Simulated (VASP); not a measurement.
# Be (P6_3/mmc) in VASP: notebook, part 2 of 2

VASP 6.6.1. Earlier steps stand in the parts before.

### Step 3. Relaxation of cell and atoms, PBE, target pressure 69 GPa, at which the enthalpy is minimised

This run uses another cell than the first one, of 5.70 Å³/atom.

The input, INCAR:

```
SYSTEM = Be
PREC = Accurate ; ENCUT = 600
EDIFF = 1E-6 ; ISMEAR = -1
SIGMA = 0.05 ; LREAL = .False.
LASPH = .True. ; NELM = 100
ALGO = Normal ; ISIF = 3
LWAVE = .False. ; LCHARG = .False.
GGA = PE ; IBRION = 2
NSW = 32 ; EDIFFG = -0.005
PSTRESS = 690.0
```

The input, KPOINTS:

```
Automatic mesh
0
Gamma
  22 22 12
  0 0 0
```

The input, POSCAR:

```
Be
1.0
    2.0198299274      0.0000000000      0.0000000000
   -1.0099149637      1.7492240285      0.0000000000
    0.0000000000      0.0000000000      3.2265152711
Be
2
Direct
    0.3333333333      0.6666666667      0.2500000000
    0.6666666667      0.3333333333      0.7500000000
```

Potentials or basis: VASP PAW PBE potentials, release 64 (Be).

Run with:

```
$ cat potpaw_PBE.64/Be/POTCAR > POTCAR
$ mpirun -np 1 vasp_std > vasp.out
```

OUTCAR:

```text
SYSTEM = Be
   PREC = Accurate
   ENCUT = 600
   EDIFF = 1E-6
   ISMEAR = -1
   LREAL = .False.
   LASPH = .True.
   NELM = 100
   ISIF = 3
   GGA = PE
   IBRION = 2
   NSW = 32
   EDIFFG = -0.005
   PSTRESS = 690.0

 ion  position               nearest neighbor table
   1  0.333  0.667  0.250-   2 1.99   2 1.99   2 1.99   2 1.99   2 1.99   2 1.99
   2  0.667  0.333  0.750-   1 1.99   1 1.99   1 1.99   1 1.99   1 1.99   1 1.99

  LATTYP: Found a hexagonal cell.
 ALAT       =     2.0198299274
 C/A-ratio  =     1.5974192814

  Lattice vectors:

 A1 = (   2.0198299274,   0.0000000000,   0.0000000000)
 A2 = (  -1.0099149637,   1.7492240285,   0.0000000000)
 A3 = (   0.0000000000,   0.0000000000,   3.2265152711)

Analysis of symmetry for initial positions (statically):
=====================================================================
 Subroutine PRICEL returns:
 Original cell was already a primitive cell.

 Routine SETGRP: Setting up the symmetry group for a
 hexagonal supercell.

 Subroutine GETGRP returns: Found 24 space group operations
 (whereof 12 operations were pure point group operations)
 out of a pool of 24 trial point group operations.

The static configuration has the point symmetry D_3d.
 The point group associated with its full space group is D_6h.

Analysis of symmetry for dynamics (positions and initial velocities):
=====================================================================
 Subroutine PRICEL returns:
 Original cell was already a primitive cell.

 Routine SETGRP: Setting up the symmetry group for a
 hexagonal supercell.

 Subroutine GETGRP returns: Found 24 space group operations
 (whereof 12 operations were pure point group operations)
 out of a pool of 24 trial point group operations.

The dynamic configuration has the point symmetry D_3d.
 The point group associated with its full space group is D_6h.

 Subroutine INISYM returns: Found 24 space group operations
 (whereof 12 operations are pure point group operations),
 and found     1 'primitive' translations

----------------------------------------------------------------------------------------

                                     Primitive cell

  volume of cell :      11.3997

  direct lattice vectors                    reciprocal lattice vectors
     2.019829927  0.000000000  0.000000000     0.495091189  0.285841031  0.000000000
    -1.009914964  1.749224029  0.000000000     0.000000000  0.571682062  0.000000000
     0.000000000  0.000000000  3.226515271     0.000000000  0.000000000  0.309931897

  length of vectors
     2.019829927  2.019829927  3.226515271     0.571682062  0.571682062  0.309931897

  position of ions in fractional coordinates (direct lattice)
     0.333333333  0.666666667  0.250000000
     0.666666667  0.333333333  0.750000000

  ion indices of the primitive-cell ions
   primitive index   ion index
                 1           1
                 2           2

----------------------------------------------------------------------------------------

 KPOINTS: Automatic mesh

Automatic generation of k-mesh.
[... 45 lines left out ...]
  0.090909  0.090909  0.000000      6.000000
  0.136364  0.090909  0.000000     12.000000
 [... further k-points ...]
   k-points           NKPTS =    364   k-points in BZ     NKDIM =    364   number of bands    NBANDS=      6
   number of dos      NEDOS =    301   number of ions     NIONS =      2
   total plane-waves  NPLWV =   7168
   dimension x,y,z NGX =    16 NGY =   16 NGZ =   28
   dimension x,y,z NGXF=    32 NGYF=   32 NGZF=   56
   ions per type =               2
   NGX,Y,Z   is equivalent  to a cutoff of  13.17, 13.17, 14.43 a.u.
   NGXF,Y,Z  is equivalent  to a cutoff of  26.34, 26.34, 28.85 a.u.
 SYSTEM =  Be
   PREC   = accura    normal or accurate (medium, high low for compatibility)
   ISTART =      0    job   : 0-new  1-cont  2-samecut
   ICHARG =      2    charge: 1-file 2-atom 10-const
   ISPIN  =      1    spin polarized calculation?
   LNONCOLLINEAR =      F non collinear calculations
   LSORBIT =      F    spin-orbit coupling
   LASPH  =      T    aspherical Exc in radial PAW
   ENCUT  =  600.0 eV  44.10 Ry    6.64 a.u.   4.03  4.03  6.44*2*pi/ulx,y,z
   NELM   =    100;   NELMIN=  2; NELMDL= -5     # of ELM steps
   EDIFF  = 0.1E-05   stopping-criterion for ELM
   LREAL  =      F    real-space projection
   EDIFFG = -.5E-02   stopping-criterion for IOM
   NSW    =     32    number of steps for IOM
   IBRION =      2    ionic relax: 0-MD 1-quasi-New 2-CG
   NFREE  =      1    steps in history (QN), initial steepest desc. (CG)
   ISIF   =      3    stress and relaxation
   ISYM   =      2    0-nonsym 1-usesym 2-fastsym
   POTIM  = 0.5000    time-step for ionic-motion
   TEBEG  =    0.0;   TEEND  =   0.0 temperature during run
   PSTRESS=  690.0 pullay stress
   NELECT =       4.0000    total number of electrons
   NUPDOWN=      -1.0000    fix difference up-down
   EMIN   =  10.00;   EMAX   =-10.00  energy-range for DOS
   EFERMI =   0.00;   METHOD = LEGACY
   ISMEAR =    -1;   SIGMA  =   0.05  broadening in eV -4-tet -1-fermi 0-gaus
   EFERMI_NEDOS =   21; number of points for ismear=-14 and -15
   IALGO  =     38    algorithm
   IMIX   =      4    mixing-type and parameters
     AMIX     =   0.40;   BMIX     =  1.00
     AMIX_MAG =   1.60;   BMIX_MAG =  1.00
  volume/ion in A,a.u.               =       5.70        38.46
  Fermi-wavevector in a.u.,A,eV,Ry     =   1.154685  2.182038 18.140612  1.333297
  Thomas-Fermi vector in A             =   2.291319
   LORBIT       =      0    0 simple, 1 ext, 2 COOP (PROOUT), +10 PAW based schemes
   GGA     = PE    functional components
   LHFCALC =     F    Hartree Fock is set to
   AEXX    =    0.0000 exact exchange contribution
   IVDW    =     0    specifies the selected vdW correction
   LEPSILON=     F    determine dielectric tensor
   LRPA    =     F    only Hartree local field effects (RPA)
 conjugate gradient relaxation of ions
 non-spin polarized calculation
  energy-cutoff  :      600.00
  volume of cell :       11.40
 maximum number of plane-waves:       390
   NGX =  9   NGY =  9   NGZ = 13

--------------------------------------- Ionic step        1  -------------------------------------------

 number of electron       4.0000000 magnetization

 Free energy of the ion-electron system (eV)
  ---------------------------------------------------
  ext. energy  EPLUGINS =         0.00000000
  ---------------------------------------------------
  free energy    TOTEN  =        -6.77935066 eV

  energy without entropy =       -6.77861269  energy(sigma->0) =       -6.77898167

------------------------ aborting loop because EDIFF is reached ----------------------------------------

  FORCE on cell =-STRESS in cart. coord.  units (eV):
  Direction    XX          YY          ZZ          XY          YZ          ZX
  --------------------------------------------------------------------------------------
  -------------------------------------------------------------------------------------
  Total        4.9376396      4.9376396      4.9398877      0.0000000      0.0000000      0.0000000
  in kB      693.9625076    693.9625076    694.2784692      0.0000000      0.0000000      0.0000000
  external PRESSURE =       4.0678281 kB  Pullay stress =     690.0000000 kB
[... 63 lines left out ...]
--------------------------------------- Ionic step        3  -------------------------------------------

 number of electron       4.0000000 magnetization

 Free energy of the ion-electron system (eV)
  ---------------------------------------------------
  ext. energy  EPLUGINS =         0.00000000
  ---------------------------------------------------
  free energy    TOTEN  =        -6.78549242 eV

  energy without entropy =       -6.78475447  energy(sigma->0) =       -6.78512344

 E-fermi :  10.1323     XC(G=0): -11.7302

 val. band max:       10.1026469063   @ k =   0.2727   0.2273   0.0833
 cond. band min:      10.2032361969   @ k =   0.2727   0.2727   0.0833
 fundamental gap:      0.1005892906
 Fermi energy:        10.1323233730

 k-point     1 :       0.0000    0.0000    0.0000
  band No.  band energies     occupation
      1      -3.1469      2.00000
      2       4.0955      2.00000
      3      12.1966      0.00000
      4      30.9902      0.00000
      5      30.9902      0.00000
      6      34.4555      0.00000
[... 199 lines left out ...]
 k-point    24 :       0.1364    0.0909    0.0000
  band No.  band energies     occupation
      1      -1.8922      2.00000
      2       5.9632      2.00000
      3      12.0962      0.00000
      4      23.4912      0.00000
      5      25.6026      0.00000
      6      33.2887      0.00000

 [... further k-points ...]

------------------------ aborting loop because EDIFF is reached ----------------------------------------

  FORCE on cell =-STRESS in cart. coord.  units (eV):
  Direction    XX          YY          ZZ          XY          YZ          ZX
  --------------------------------------------------------------------------------------
  -------------------------------------------------------------------------------------
  Total        4.9161058      4.9161058      4.9148720      0.0000000      0.0000000      0.0000000
  in kB      690.0749735    690.0749735    689.9017923      0.0000000      0.0000000      0.0000000
  external PRESSURE =       0.0172464 kB  Pullay stress =     690.0000000 kB
[... 21 lines left out ...]
  energy  without entropy=       -6.7847544731  energy(sigma->0) =       -6.78512344

  enthalpy is  TOTEN    =        -1.8699207716 eV   P V=        4.9155716453

 reached required accuracy - stopping structural energy minimisation
```

It took 16 s on 1 thread of Intel Xeon 8259CL, shared host; peak memory 0.14 GiB.

Results:

* Free energy: -6.7855 eV
* Relaxed volume: 5.71 Å³/atom
* Relaxed cell: a = 2.021 Å, b = 2.021 Å, c = 3.228 Å, α = 90.00°, β = 90.00°, γ = 120.00°
* Space group after relaxing (to 0.1 Å): P6_3/mmc (No. 194)
* Energy change on relaxing (the run minimises the enthalpy): -3.1 meV/atom
* Ionic steps: 3
* Pressure after relaxing: 69.0 GPa
* Band gap on the k mesh: zero (bands 2 and 3 overlap by 2.21 eV)

Step by step:
```tsv
step	energy change (eV)	largest force (eV/Å)	pressure (GPa)	volume (Å³)
1	0.0000	0.0000	69.41	11.40
2	-0.0103	0.0000	68.72	11.42
3	-0.0061	0.0000	69.00	11.41
```

Final structure:
```cif
data_structure
_symmetry_space_group_name_H-M 'P 1'
_symmetry_Int_Tables_number 1
_cell_length_a 2.0206
_cell_length_b 2.0206
_cell_length_c 3.2279
_cell_angle_alpha 90.000
_cell_angle_beta 90.000
_cell_angle_gamma 120.000
_cell_volume 11.41
loop_
_atom_site_label
_atom_site_type_symbol
_atom_site_fract_x
_atom_site_fract_y
_atom_site_fract_z
_atom_site_occupancy
Be1 Be 0.33333 0.66667 0.25000 1
Be2 Be 0.66667 0.33333 0.75000 1
```

Levels at points of the mesh, in eV from the Fermi level:
```
           k point  band 1  band 2  band 3  band 4  band 5  band 6
(0.00, 0.00, 0.00)  -13.28   -6.04    2.06   20.86   20.86   24.32
(0.50, 0.00, 0.00)   -6.41   -3.50    4.37    7.59    8.98   12.16
(0.00, 0.00, 0.50)  -10.94  -10.94   13.11   13.11   22.96   22.96
(0.50, 0.00, 0.50)   -4.79   -4.79    2.71    2.71   15.41   15.41
```

Caveat: the cell is relaxed towards a set pressure, so the run minimises the enthalpy, not the energy.

The gap in the log of VASP goes by the Fermi energy; the results here count the filled bands.